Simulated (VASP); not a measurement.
# La (P6_3/mmc) in VASP: notebook

The runs below take La through relaxation of cell and atoms, with PBEsol.

All numbers are computed with VASP 6.6.1; they aren't measurements. Logs are shortened: lines on timing, memory, paths and dates and some standing lists are left out, and cuts for length are marked.

### Step 1. The cell of the first run

The structure is hexagonal, space group P6_3/mmc (No. 194). The conventional cell has a = 3.750 Å, b = 3.750 Å, c = 6.070 Å, α = 90.00°, β = 90.00°, γ = 120.00°. La (site symmetry -6m2) has 12 La at 3.73 to 3.75 Å within 4.9 Å.

### Step 2. Relaxation of cell and atoms, PBEsol, target pressure 10 GPa, at which the enthalpy is minimised

The input, INCAR:

```
SYSTEM = La
ALGO = Normal
EDIFF = 1E-6
EDIFFG = -0.005
ENCUT = 600
GGA = PS
IBRION = 2
ISIF = 3
ISMEAR = -1
LASPH = .True.
LCHARG = .False.
LREAL = .False.
LWAVE = .False.
NELM = 100
NSW = 80
PREC = Accurate
PSTRESS = 100.0
SIGMA = 0.05
```

The input, KPOINTS:

```
k-points
0
Gamma
  8 8 5
  0 0 0
```

The input, POSCAR:

```
La
1.0
    3.7500000000      0.0000000000      0.0000000000
   -1.8750000000      3.2475952642      0.0000000000
    0.0000000000      0.0000000000      6.0700000000
La
2
Direct
    0.6666666667      0.3333333333      0.7500000000
    0.3333333333      0.6666666667      0.2500000000
```

Potentials or basis: VASP PAW PBE potentials, release 64 (La).

Started as:

```bash
$ cat potpaw_PBE.64/La/POTCAR > POTCAR
$ mpirun -np 1 vasp_std > vasp.out
```

OUTCAR:

```text
SYSTEM = La
   EDIFF = 1E-6
   EDIFFG = -0.005
   ENCUT = 600
   GGA = PS
   IBRION = 2
   ISIF = 3
   ISMEAR = -1
   LASPH = .True.
   LREAL = .False.
   NELM = 100
   NSW = 80
   PREC = Accurate
   PSTRESS = 100.0

 ion  position               nearest neighbor table
   1  0.667  0.333  0.750-
   2  0.333  0.667  0.250-

  LATTYP: Found a hexagonal cell.
 ALAT       =     3.7500000000
 C/A-ratio  =     1.6186666667

  Lattice vectors:

 A1 = (   3.7500000000,   0.0000000000,   0.0000000000)
 A2 = (  -1.8750000000,   3.2475952642,   0.0000000000)
 A3 = (   0.0000000000,   0.0000000000,   6.0700000000)

Analysis of symmetry for initial positions (statically):
=====================================================================
 Subroutine PRICEL returns:
 Original cell was already a primitive cell.

 Routine SETGRP: Setting up the symmetry group for a
 hexagonal supercell.

 Subroutine GETGRP returns: Found 24 space group operations
 (whereof 12 operations were pure point group operations)
 out of a pool of 24 trial point group operations.

The static configuration has the point symmetry D_3d.
 The point group associated with its full space group is D_6h.

Analysis of symmetry for dynamics (positions and initial velocities):
=====================================================================
 Subroutine PRICEL returns:
 Original cell was already a primitive cell.

 Routine SETGRP: Setting up the symmetry group for a
 hexagonal supercell.

 Subroutine GETGRP returns: Found 24 space group operations
 (whereof 12 operations were pure point group operations)
 out of a pool of 24 trial point group operations.

The dynamic configuration has the point symmetry D_3d.
 The point group associated with its full space group is D_6h.

 Subroutine INISYM returns: Found 24 space group operations
 (whereof 12 operations are pure point group operations),
 and found     1 'primitive' translations

----------------------------------------------------------------------------------------

                                     Primitive cell

  volume of cell :      73.9234

  direct lattice vectors                    reciprocal lattice vectors
     3.750000000  0.000000000  0.000000000     0.266666667  0.153960072  0.000000000
    -1.875000000  3.247595264  0.000000000     0.000000000  0.307920144  0.000000000
     0.000000000  0.000000000  6.070000000     0.000000000  0.000000000  0.164744646

  length of vectors
     3.750000000  3.750000000  6.070000000     0.307920144  0.307920144  0.164744646

  position of ions in fractional coordinates (direct lattice)
     0.666666667  0.333333333  0.750000000
     0.333333333  0.666666667  0.250000000

  ion indices of the primitive-cell ions
   primitive index   ion index
                 1           1
                 2           2

----------------------------------------------------------------------------------------

 KPOINTS: k-points

Automatic generation of k-mesh.
 Grid dimensions read from file:
 generate k-points for:    8    8    5

 Generating k-lattice:

  Cartesian coordinates                     Fractional coordinates (reciprocal lattice)
     0.033333333  0.019245009  0.000000000     0.125000000  0.000000000  0.000000000
     0.000000000  0.038490018  0.000000000     0.000000000  0.125000000  0.000000000
     0.000000000  0.000000000  0.032948929     0.000000000  0.000000000  0.200000000

  Length of vectors
     0.038490018  0.038490018  0.032948929

  Shift w.r.t. Gamma in fractional coordinates (k-lattice)
     0.000000000  0.000000000  0.000000000

 Subroutine IBZKPT returns following result:
 ===========================================

 Found     30 irreducible k-points:

 Following reciprocal coordinates:
            Coordinates               Weight
  0.000000  0.000000  0.000000      1.000000
  0.125000  0.000000  0.000000      6.000000
  0.250000  0.000000  0.000000      6.000000
  0.375000 -0.000000  0.000000      6.000000
  0.500000  0.000000  0.000000      3.000000
  0.125000  0.125000  0.000000      6.000000
[... 16 lines left out ...]
  0.250000  0.000000  0.400000     12.000000
  0.375000 -0.000000  0.400000     12.000000
 [... further k-points ...]
   k-points           NKPTS =     30   k-points in BZ     NKDIM =     30   number of bands    NBANDS=     15
   number of dos      NEDOS =    301   number of ions     NIONS =      2
   total plane-waves  NPLWV =  43200
   dimension x,y,z NGX =    30 NGY =   30 NGZ =   48
   dimension x,y,z NGXF=    60 NGYF=   60 NGZF=   96
   ions per type =               2
   NGX,Y,Z   is equivalent  to a cutoff of  13.30, 13.30, 13.15 a.u.
   NGXF,Y,Z  is equivalent  to a cutoff of  26.60, 26.60, 26.29 a.u.
 SYSTEM =  La
   PREC   = accura    normal or accurate (medium, high low for compatibility)
   ISTART =      0    job   : 0-new  1-cont  2-samecut
   ICHARG =      2    charge: 1-file 2-atom 10-const
   ISPIN  =      1    spin polarized calculation?
   LNONCOLLINEAR =      F non collinear calculations
   LSORBIT =      F    spin-orbit coupling
   LASPH  =      T    aspherical Exc in radial PAW
   ENCUT  =  600.0 eV  44.10 Ry    6.64 a.u.   7.49  7.49 12.12*2*pi/ulx,y,z
   NELM   =    100;   NELMIN=  2; NELMDL= -5     # of ELM steps
   EDIFF  = 0.1E-05   stopping-criterion for ELM
   LREAL  =      F    real-space projection
   EDIFFG = -.5E-02   stopping-criterion for IOM
   NSW    =     80    number of steps for IOM
   IBRION =      2    ionic relax: 0-MD 1-quasi-New 2-CG
   NFREE  =      1    steps in history (QN), initial steepest desc. (CG)
   ISIF   =      3    stress and relaxation
   ISYM   =      2    0-nonsym 1-usesym 2-fastsym
   POTIM  = 0.5000    time-step for ionic-motion
   TEBEG  =    0.0;   TEEND  =   0.0 temperature during run
   PSTRESS=  100.0 pullay stress
   NELECT =      22.0000    total number of electrons
   NUPDOWN=      -1.0000    fix difference up-down
   EMIN   =  10.00;   EMAX   =-10.00  energy-range for DOS
   EFERMI =   0.00;   METHOD = LEGACY
   ISMEAR =    -1;   SIGMA  =   0.05  broadening in eV -4-tet -1-fermi 0-gaus
   EFERMI_NEDOS =   21; number of points for ismear=-14 and -15
   IALGO  =     38    algorithm
   IMIX   =      4    mixing-type and parameters
     AMIX     =   0.40;   BMIX     =  1.00
     AMIX_MAG =   1.60;   BMIX_MAG =  1.00
  volume/ion in A,a.u.               =      36.96       249.43
  Fermi-wavevector in a.u.,A,eV,Ry     =   1.093004  2.065478 16.254307  1.194658
  Thomas-Fermi vector in A             =   2.229281
   LORBIT       =      0    0 simple, 1 ext, 2 COOP (PROOUT), +10 PAW based schemes
   GGA     = PS    functional components
   LHFCALC =     F    Hartree Fock is set to
   AEXX    =    0.0000 exact exchange contribution
   IVDW    =     0    specifies the selected vdW correction
   LEPSILON=     F    determine dielectric tensor
   LRPA    =     F    only Hartree local field effects (RPA)
 conjugate gradient relaxation of ions
 non-spin polarized calculation
  energy-cutoff  :      600.00
  volume of cell :       73.92
 maximum number of plane-waves:      2503
 NGX is ok and might be reduce to    30
   NGX = 15   NGY = 15   NGZ = 25

--------------------------------------- Ionic step        1  -------------------------------------------

 number of electron      21.9999997 magnetization

 Free energy of the ion-electron system (eV)
  ---------------------------------------------------
  ext. energy  EPLUGINS =         0.00000000
  ---------------------------------------------------
  free energy    TOTEN  =       -10.59740684 eV

  energy without entropy =      -10.56120049  energy(sigma->0) =      -10.57930367

 E-fermi :   7.7625     XC(G=0):  -9.7040

 val. band max:        7.7351148044   @ k =   0.1250   0.1250   0.0000
 cond. band min:       7.7852786775   @ k =   0.3750   0.2500   0.2000
 fundamental gap:      0.0501638731
 Fermi energy:         7.7625372224

 k-point     1 :       0.0000    0.0000    0.0000
  band No.  band energies     occupation
      1     -25.0669      2.00000
      2     -24.8596      2.00000
      3      -9.4154      2.00000
      4      -8.1851      2.00000
      5      -8.1851      2.00000
      6      -7.9952      2.00000
      7      -7.9952      2.00000
      8      -7.9706      2.00000
      9       4.5260      2.00000
     10       5.9764      2.00000
     11       8.8711      0.00000
     12       9.0949      0.00000
     13       9.0949      0.00000
     14       9.3365      0.00000
[... 401 lines left out ...]
      2     -24.8382      2.00000
      3      -9.2497      2.00000
      4      -9.1583      2.00000
      5      -8.4662      2.00000
      6      -8.3550      2.00000
      7      -8.2778      2.00000
      8      -8.2558      2.00000
      9       6.0853      2.00000
     10       6.4323      2.00000
     11       7.3595      1.99937
     12       7.7139      1.45113
     13       9.1175      0.00000
     14       9.3803      0.00000
     15       9.5173      0.00000

 [... further k-points ...]

------------------------ aborting loop because EDIFF is reached ----------------------------------------

  FORCE on cell =-STRESS in cart. coord.  units (eV):
  Direction    XX          YY          ZZ          XY          YZ          ZX
  --------------------------------------------------------------------------------------
  -------------------------------------------------------------------------------------
  Total       -0.6139671     -0.6139671     -0.7486629      0.0000000      0.0000000      0.0000000
  in kB      -13.3068063    -13.3068063    -16.2261321      0.0000000      0.0000000      0.0000000
  external PRESSURE =    -114.2799149 kB  Pullay stress =     100.0000000 kB
[... 253 lines left out ...]
--------------------------------------- Ionic step        8  -------------------------------------------

 number of electron      21.9999999 magnetization

 Free energy of the ion-electron system (eV)
  ---------------------------------------------------
  ext. energy  EPLUGINS =         0.00000000
  ---------------------------------------------------
  free energy    TOTEN  =       -10.15547368 eV

  energy without entropy =      -10.13131066  energy(sigma->0) =      -10.14339217

 E-fermi :  11.7081     XC(G=0): -11.2278

 val. band max:       11.6865486671   @ k =   0.1250   0.0000   0.4000
 cond. band min:      11.7196133354   @ k =   0.3750   0.2500   0.4000
 fundamental gap:      0.0330646683
 Fermi energy:        11.7081156892

 k-point     1 :       0.0000    0.0000    0.0000
  band No.  band energies     occupation
      1     -21.0704      2.00000
      2     -20.4255      2.00000
      3      -6.2548      2.00000
      4      -3.0768      2.00000
      5      -3.0768      2.00000
      6      -2.8768      2.00000
      7      -2.6912      2.00000
      8      -2.6912      2.00000
      9       9.2060      2.00000
     10       9.6551      2.00000
     11      12.5066      0.00000
     12      13.2662      0.00000
     13      13.2662      0.00000
     14      13.4923      0.00000
[... 401 lines left out ...]
      2     -20.2452      2.00000
      3      -5.9144      2.00000
      4      -5.7277      2.00000
      5      -4.0972      2.00000
      6      -3.6114      2.00000
      7      -3.6097      2.00000
      8      -3.3957      2.00000
      9       9.3191      2.00000
     10       9.7772      2.00000
     11      10.6765      2.00000
     12      11.2656      1.99971
     13      13.5422      0.00000
     14      13.9762      0.00000
     15      14.0353      0.00000

 [... further k-points ...]

------------------------ aborting loop because EDIFF is reached ----------------------------------------

  FORCE on cell =-STRESS in cart. coord.  units (eV):
  Direction    XX          YY          ZZ          XY          YZ          ZX
  --------------------------------------------------------------------------------------
  -------------------------------------------------------------------------------------
  Total        3.2627902      3.2627902      3.2480456      0.0000000     -0.0000000      0.0000000
  in kB      100.2263481    100.2263481     99.7734230      0.0000000     -0.0000000      0.0000000
  external PRESSURE =       0.0753731 kB  Pullay stress =     100.0000000 kB
[... 21 lines left out ...]
  energy  without entropy=      -10.1313106590  energy(sigma->0) =      -10.14339217

  enthalpy is  TOTEN    =        -6.9000520552 eV   P V=        3.2554216259

 reached required accuracy - stopping structural energy minimisation
```

Wall time 2.3 min (1 thread of Intel Xeon 6975P-C (Granite Rapids), shared host); peak memory 0.24 GiB.

What came out:

```yaml
Free_energy: -10.1555 eV
Relaxed_volume: 26.08 Å³/atom
Relaxed_cell: a = 3.292 Å, b = 3.292 Å, c = 5.558 Å, α = 90.00°, β = 90.00°, γ = 120.00°
Space_group_after_relaxing_to_0.1_Å: P6_3/mmc (No. 194)
Energy_change_on_relaxing_the_run_minimises_the_enthalpy: +221.0 meV/atom
Ionic_steps: 8
Pressure_after_relaxing: 10.0 GPa
Band_gap_on_the_k_mesh: zero (bands 11 and 12 overlap by 1.72 eV)
```

The path:
```csv
step,energy change (eV),largest force (eV/Å),pressure (GPa),volume (Å³)
1,0.0000,0.0000,-1.43,73.92
2,0.6845,0.0000,14.44,49.15
3,0.4076,0.0000,9.95,52.84
4,0.4312,0.0000,10.17,52.47
5,0.4321,0.0000,10.30,52.36
6,0.4362,0.0000,10.20,52.26
7,0.4379,0.0000,10.14,52.22
8,0.4419,0.0000,10.01,52.16
```

Final structure:
```
CELL_PARAMETERS angstrom
3.29181 0.00000 0.00000
-1.64591 2.85079 0.00000
0.00000 0.00000 5.55798
ATOMIC_POSITIONS crystal
La 0.66667 0.33333 0.75000
La 0.33333 0.66667 0.25000
```

Caveat: the cell is relaxed towards a set pressure, so the run minimises the enthalpy, not the energy; the volume moved by over 15 % at a fixed basis, so the end points are rough; the PAW data sets were made with another functional, which shifts forces and pressure a little; spin-orbit coupling is left out, which moves the levels of the heavy elements.

(Part 1 of 2 ends here.)

The gap in the log of VASP goes by the Fermi energy; the results here count the filled bands.